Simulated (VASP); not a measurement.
# BN (F-43m) in VASP: single point with r2SCAN

Aim: the single point of BN with r2SCAN.

All numbers are computed with VASP 6.6.1; they aren't measurements. Logs are shortened: lines on timing, memory, paths and dates and some standing lists are left out, and cuts for length are marked.

### Step 1. The cell of the first run

The structure is cubic, space group F-43m (No. 216). Conventional cell: a = 3.626 Å, b = 3.626 Å, c = 3.626 Å, α = 90.00°, β = 90.00°, γ = 90.00°. B (site symmetry -43m) has 4 N at 1.57 Å within 2.1 Å. N (site symmetry -43m) has 4 B at 1.57 Å within 2.1 Å.

### Step 2. Single point, r2SCAN

Input file POSCAR:

```
BN
1.0
    0.0000000000     -1.8130010000     -1.8130010000
    0.0000000000      1.8130010000     -1.8130010000
    3.6260020000      0.0000000000      0.0000000000
B N
2 2
Direct
    0.5000000000      0.5000000000      0.5000000000
    0.0000000000      0.0000000000      0.0000000000
    0.0000000000      0.5000000000      0.2500000000
    0.5000000000      0.0000000000      0.7500000000
```

Input file INCAR.step1:

```
SYSTEM = BN
  ALGO = Normal
  EDIFF = 1E-4
  ENCUT = 520
  GGA = PE
  ISMEAR = 0
  LASPH = .TRUE.
  LCHARG = .FALSE.
  LREAL = .FALSE.
  LWAVE = .TRUE.
  NBANDS = 16
  NELM = 60
  PREC = Accurate
  SIGMA = 0.05
```

Input file INCAR.step2:

```
SYSTEM = BN
  ALGO = Normal
  EDIFF = 1E-6
  ENCUT = 520
  ISIF = 2
  ISMEAR = 0
  ISTART = 1
  LASPH = .TRUE.
  LCHARG = .TRUE.
  LELF = .TRUE.
  LMIXTAU = .TRUE.
  LREAL = .FALSE.
  LVHAR = .TRUE.
  LWAVE = .FALSE.
  METAGGA = R2SCAN
  NBANDS = 16
  NELM = 60
  PREC = Accurate
  SIGMA = 0.05
```

Input file KPOINTS:

```
k-points
0
G
  10 10 6
  0 0 0
```

Potentials or basis: VASP PAW PBE potentials, release 64 (B, N).

On the command line:

```bash
$ cat potpaw_PBE.64/B/POTCAR potpaw_PBE.64/N/POTCAR > POTCAR
$ cp INCAR.step1 INCAR
$ mpirun -np 1 vasp_std > vasp.out
$ cp INCAR.step2 INCAR
$ mpirun -np 1 vasp_std > vasp.out
```

OUTCAR:

```text
SYSTEM = BN
   EDIFF = 1E-6
   ENCUT = 520
   ISIF = 2
   ISMEAR = 0
   ISTART = 1
   LASPH = .TRUE.
   LREAL = .FALSE.
   METAGGA = R2SCAN
   NELM = 60
   PREC = Accurate

 ion  position               nearest neighbor table
   1  0.500  0.500  0.500-   3 1.57   4 1.57   4 1.57   3 1.57
   2  0.000  0.000  0.000-   3 1.57   4 1.57   3 1.57   4 1.57
   3  0.000  0.500  0.250-   1 1.57   2 1.57   2 1.57   1 1.57
   4  0.500  0.000  0.750-   1 1.57   2 1.57   1 1.57   2 1.57

  LATTYP: Found a simple tetragonal cell.
 ALAT       =     2.5639706028
 C/A-ratio  =     1.4142135624

  Lattice vectors:

 A1 = (   0.0000000000,  -1.8130010000,  -1.8130010000)
 A2 = (   0.0000000000,   1.8130010000,  -1.8130010000)
 A3 = (   3.6260020000,   0.0000000000,   0.0000000000)

Analysis of symmetry for initial positions (statically):
=====================================================================
 Subroutine PRICEL returns following result:

  LATTYP: Found a face centered cubic cell.
 ALAT       =     3.6260020000

  Lattice vectors:

 A1 = (  -1.8130010000,   0.0000000000,   1.8130010000)
 A2 = (  -1.8130010000,  -1.8130010000,   0.0000000000)
 A3 = (  -0.0000000000,  -1.8130010000,   1.8130010000)

   2 primitive cells build up your supercell.

 Routine SETGRP: Setting up the symmetry group for a
 simple tetragonal supercell.

 Subroutine GETGRP returns: Found  8 space group operations
 (whereof  8 operations were pure point group operations)
 out of a pool of 16 trial point group operations.

The static configuration has the point symmetry D_2d.

Analysis of symmetry for dynamics (positions and initial velocities):
=====================================================================
 Subroutine PRICEL returns following result:

  LATTYP: Found a face centered cubic cell.
 ALAT       =     3.6260020000

  Lattice vectors:

 A1 = (  -1.8130010000,   0.0000000000,   1.8130010000)
 A2 = (  -1.8130010000,  -1.8130010000,   0.0000000000)
 A3 = (  -0.0000000000,  -1.8130010000,   1.8130010000)

   2 primitive cells build up your supercell.

 Routine SETGRP: Setting up the symmetry group for a
 simple tetragonal supercell.

 Subroutine GETGRP returns: Found  8 space group operations
 (whereof  8 operations were pure point group operations)
 out of a pool of 16 trial point group operations.

The dynamic configuration has the point symmetry D_2d.

 Subroutine INISYM returns: Found  8 space group operations
 (whereof  8 operations are pure point group operations),
 and found     2 'primitive' translations

----------------------------------------------------------------------------------------

                                     Primitive cell

  volume of cell :      11.9186

  direct lattice vectors                    reciprocal lattice vectors
    -1.813001000  0.000000000  1.813001000    -0.275785838  0.275785838  0.275785838
    -1.813001000 -1.813001000  0.000000000    -0.275785838 -0.275785838 -0.275785838
    -0.000000000 -1.813001000  1.813001000     0.275785838 -0.275785838  0.275785838

  length of vectors
     2.563970603  2.563970603  2.563970603     0.477675083  0.477675083  0.477675083

  position of ions in fractional coordinates (direct lattice)
     0.000000000  0.000000000  1.000000000
     0.750000000  0.750000000  0.750000000

  ion indices of the primitive-cell ions
   primitive index   ion index
                 1           1
                 2           3

----------------------------------------------------------------------------------------

 KPOINTS: k-points

Automatic generation of k-mesh.
 Grid dimensions read from file:
 generate k-points for:   10   10    6

 Generating k-lattice:

  Cartesian coordinates                     Fractional coordinates (reciprocal lattice)
     0.000000000 -0.027578584 -0.027578584     0.100000000  0.000000000  0.000000000
     0.000000000  0.027578584 -0.027578584     0.000000000  0.100000000  0.000000000
     0.045964306  0.000000000  0.000000000     0.000000000  0.000000000  0.166666667

  Length of vectors
     0.039002007  0.039002007  0.045964306

  Shift w.r.t. Gamma in fractional coordinates (k-lattice)
     0.000000000  0.000000000  0.000000000

 Subroutine IBZKPT returns following result:
 ===========================================

 Found     84 irreducible k-points:

 Following reciprocal coordinates:
            Coordinates               Weight
  0.000000  0.000000  0.000000      1.000000
  0.100000  0.000000  0.000000      4.000000
  0.200000  0.000000  0.000000      4.000000
  0.300000  0.000000  0.000000      4.000000
  0.400000  0.000000  0.000000      4.000000
  0.500000  0.000000  0.000000      2.000000
[... 16 lines left out ...]
  0.100000  0.000000  0.166667      8.000000
  0.200000  0.000000  0.166667      8.000000
 [... further k-points ...]
   k-points           NKPTS =     84   k-points in BZ     NKDIM =     84   number of bands    NBANDS=     16
   number of dos      NEDOS =    301   number of ions     NIONS =      4
   total plane-waves  NPLWV =  11200
   dimension x,y,z NGX =    20 NGY =   20 NGZ =   28
   dimension x,y,z NGXF=    40 NGYF=   40 NGZF=   56
   ions per type =               2   2
   NGX,Y,Z   is equivalent  to a cutoff of  12.97, 12.97, 12.84 a.u.
   NGXF,Y,Z  is equivalent  to a cutoff of  25.94, 25.94, 25.68 a.u.
 SYSTEM =  BN
   PREC   = accura    normal or accurate (medium, high low for compatibility)
   ISTART =      1    job   : 0-new  1-cont  2-samecut
   ICHARG =      0    charge: 1-file 2-atom 10-const
   ISPIN  =      1    spin polarized calculation?
   LNONCOLLINEAR =      F non collinear calculations
   LSORBIT =      F    spin-orbit coupling
   LASPH  =      T    aspherical Exc in radial PAW
   ENCUT  =  520.0 eV  38.22 Ry    6.18 a.u.   4.77  4.77  6.74*2*pi/ulx,y,z
   NELM   =     60;   NELMIN=  2; NELMDL=  0     # of ELM steps
   EDIFF  = 0.1E-05   stopping-criterion for ELM
   LREAL  =      F    real-space projection
   EDIFFG = 0.1E-04   stopping-criterion for IOM
   NSW    =      0    number of steps for IOM
   IBRION =     -1    ionic relax: 0-MD 1-quasi-New 2-CG
   NFREE  =      0    steps in history (QN), initial steepest desc. (CG)
   ISIF   =      2    stress and relaxation
   ISYM   =      2    0-nonsym 1-usesym 2-fastsym
   POTIM  = 0.5000    time-step for ionic-motion
   TEBEG  =    0.0;   TEEND  =   0.0 temperature during run
   PSTRESS=    0.0 pullay stress
   NELECT =      16.0000    total number of electrons
   NUPDOWN=      -1.0000    fix difference up-down
   EMIN   =  10.00;   EMAX   =-10.00  energy-range for DOS
   EFERMI =   0.00;   METHOD = LEGACY
   ISMEAR =     0;   SIGMA  =   0.05  broadening in eV -4-tet -1-fermi 0-gaus
   EFERMI_NEDOS =   21; number of points for ismear=-14 and -15
   IALGO  =     38    algorithm
   IMIX   =      4    mixing-type and parameters
     AMIX     =   0.40;   BMIX     =  1.00
     AMIX_MAG =   1.60;   BMIX_MAG =  1.00
  volume/ion in A,a.u.               =       5.96        40.22
  Fermi-wavevector in a.u.,A,eV,Ry     =   1.433387  2.708709 27.954506  2.054598
  Thomas-Fermi vector in A             =   2.552911
   LORBIT       =      0    0 simple, 1 ext, 2 COOP (PROOUT), +10 PAW based schemes
   METAGGA = R2SCAN    functional components
   LHFCALC =     F    Hartree Fock is set to
   AEXX    =    0.0000 exact exchange contribution
   IVDW    =     0    specifies the selected vdW correction
   LEPSILON=     F    determine dielectric tensor
   LRPA    =     F    only Hartree local field effects (RPA)
 non-spin polarized calculation
 Gauss-broadening in eV      SIGMA  =   0.05
  energy-cutoff  :      520.00
  volume of cell :       23.84
 maximum number of plane-waves:       664
 NGX is ok and might be reduce to    20
   NGX =  9   NGY =  9   NGZ = 13

 number of electron      16.0000000 magnetization

 Free energy of the ion-electron system (eV)
  ---------------------------------------------------
  ext. energy  EPLUGINS =         0.00000000
  ---------------------------------------------------
  free energy    TOTEN  =       -38.34092680 eV

  energy without entropy =      -38.34092680  energy(sigma->0) =      -38.34092680

 E-fermi :   7.4333     XC(G=0): -13.5980

 val. band max:        7.1308104429   @ k =   0.0000   0.0000   0.0000
 cond. band min:      12.0955566335   @ k =   0.0000   0.0000   0.0000
 fundamental gap:      4.9647461906
 Fermi energy:         7.4332872805

 k-point     1 :       0.0000    0.0000    0.0000
  band No.  band energies     occupation
      1     -14.0550      2.00000
      2      -8.3969      2.00000
      3      -2.1278      2.00000
      4       2.0792      2.00000
      5       2.0792      2.00000
      6       7.1308      2.00000
[... 8 lines left out ...]
     15      26.2434      0.00000
     16      26.2434      0.00000

 k-point     2 :       0.1000    0.0000    0.0000
  band No.  band energies     occupation
      1     -13.8881      2.00000
      2      -8.3505      2.00000
      3      -1.9870      2.00000
      4       1.3503      2.00000
      5       2.2212      2.00000
      6       6.3434      2.00000
[... 8 lines left out ...]
     15      25.8236      0.00000
     16      25.9698      0.00000

 k-point     3 :       0.2000    0.0000    0.0000
  band No.  band energies     occupation
      1     -13.3939      2.00000
      2      -8.2919      2.00000
      3      -1.5788      2.00000
      4      -0.0980      2.00000
      5       2.6351      2.00000
      6       4.5703      2.00000
[... 8 lines left out ...]
     15      24.7049      0.00000
     16      25.2899      0.00000

 k-point     4 :       0.3000    0.0000    0.0000
  band No.  band energies     occupation
      1     -12.5939      2.00000
      2      -8.4803      2.00000
      3      -1.3836      2.00000
      4      -0.7342      2.00000
      5       2.5701      2.00000
      6       3.2837      2.00000
[... 8 lines left out ...]
     15      23.1967      0.00000
     16      24.4728      0.00000

 k-point     5 :       0.4000    0.0000    0.0000
  band No.  band energies     occupation
      1     -11.5368      2.00000
      2      -9.1965      2.00000
      3      -1.5062      2.00000
      4       0.1648      2.00000
      5       0.7295      2.00000
      6       2.7323      2.00000
[... 8 lines left out ...]
     15      22.1951      0.00000
     16      23.4927      0.00000

 k-point     6 :       0.5000    0.0000    0.0000
  band No.  band energies     occupation
      1     -10.3290      2.00000
      2     -10.3290      2.00000
      3      -0.7154      2.00000
      4      -0.7154      2.00000
      5       1.3546      2.00000
      6       1.3546      2.00000
[... 8 lines left out ...]
     15      22.4532      0.00000
     16      22.4532      0.00000
[... 267 lines left out ...]
 k-point    21 :       0.5000    0.5000    0.0000
  band No.  band energies     occupation
      1      -8.3969      2.00000
      2      -8.3969      2.00000
      3      -2.1278      2.00000
      4      -2.1278      2.00000
      5       2.0792      2.00000
      6       2.0792      2.00000
[... 8 lines left out ...]
     15      26.2434      0.00000
     16      26.2434      0.00000

 k-point    22 :       0.0000    0.0000    0.1667
  band No.  band energies     occupation
      1     -13.8234      2.00000
      2      -9.1539      2.00000
      3      -1.1941      2.00000
      4       2.3091      2.00000
      5       2.3091      2.00000
      6       6.5019      2.00000
[... 8 lines left out ...]
     15      25.5069      0.00000
     16      25.5069      0.00000

 k-point    23 :       0.1000    0.0000    0.1667
  band No.  band energies     occupation
      1     -13.6582      2.00000
      2      -9.0707      2.00000
      3      -1.1938      2.00000
      4       1.6965      2.00000
      5       2.4462      2.00000
      6       5.2417      2.00000
[... 8 lines left out ...]
     15      25.0863      0.00000
     16      25.0956      0.00000

 k-point    24 :       0.2000    0.0000    0.1667
  band No.  band energies     occupation
      1     -13.1695      2.00000
      2      -8.8828      2.00000
      3      -1.4901      2.00000
      4       0.8305      2.00000
      5       2.8445      2.00000
      6       3.3342      2.00000
[... 8 lines left out ...]
     15      23.9718      0.00000
     16      24.1227      0.00000

 [... further k-points ...]

------------------------ aborting loop because EDIFF is reached ----------------------------------------

  FORCE on cell =-STRESS in cart. coord.  units (eV):
  Direction    XX          YY          ZZ          XY          YZ          ZX
  --------------------------------------------------------------------------------------
  -------------------------------------------------------------------------------------
  Total       -0.6096944     -0.6097991     -0.6097991      0.0000000      0.0000000     -0.0000000
  in kB      -40.9796877    -40.9867250    -40.9867250      0.0000000      0.0000000     -0.0000000
  external PRESSURE =     -40.9843792 kB  Pullay stress =       0.0000000 kB

 VOLUME and BASIS-vectors are now :
 -----------------------------------------------------------------------------
  energy-cutoff  :      520.00
  volume of cell :       23.84
      direct lattice vectors                 reciprocal lattice vectors
     0.000000000 -1.813001000 -1.813001000     0.000000000 -0.275785838 -0.275785838
     0.000000000  1.813001000 -1.813001000     0.000000000  0.275785838 -0.275785838
     3.626002000  0.000000000  0.000000000     0.275785838  0.000000000  0.000000000

 POSITION                                       TOTAL-FORCE (eV/Angst)
 -----------------------------------------------------------------------------------
      1.81300      0.00000     -1.81300         0.000000      0.000000      0.000000
      0.00000      0.00000      0.00000         0.000000     -0.000000     -0.000000
      0.90650      0.90650     -0.90650        -0.000000      0.000000     -0.000000
      2.71950     -0.90650     -0.90650         0.000000     -0.000000      0.000000
 -----------------------------------------------------------------------------------
    total drift:                               -0.000000      0.000000     -0.000000

  FREE ENERGIE OF THE ION-ELECTRON SYSTEM (eV)
  ---------------------------------------------------
  free  energy   TOTEN  =       -38.3409268026 eV

  energy  without entropy=      -38.3409268026  energy(sigma->0) =      -38.34092680
```

It took 44 s on 1 thread of Intel Xeon 6975P-C (Granite Rapids), shared host; peak memory 0.14 GiB.

Results:

```yaml
Free_energy: -38.3409 eV
Pressure: -4.1 GPa
Band_gap_on_the_k_mesh: 4.96 eV
```

Caveat: the cell stands under tension; the PAW data sets were made with another functional, which shifts forces and pressure a little. A k mesh can miss the band edges.
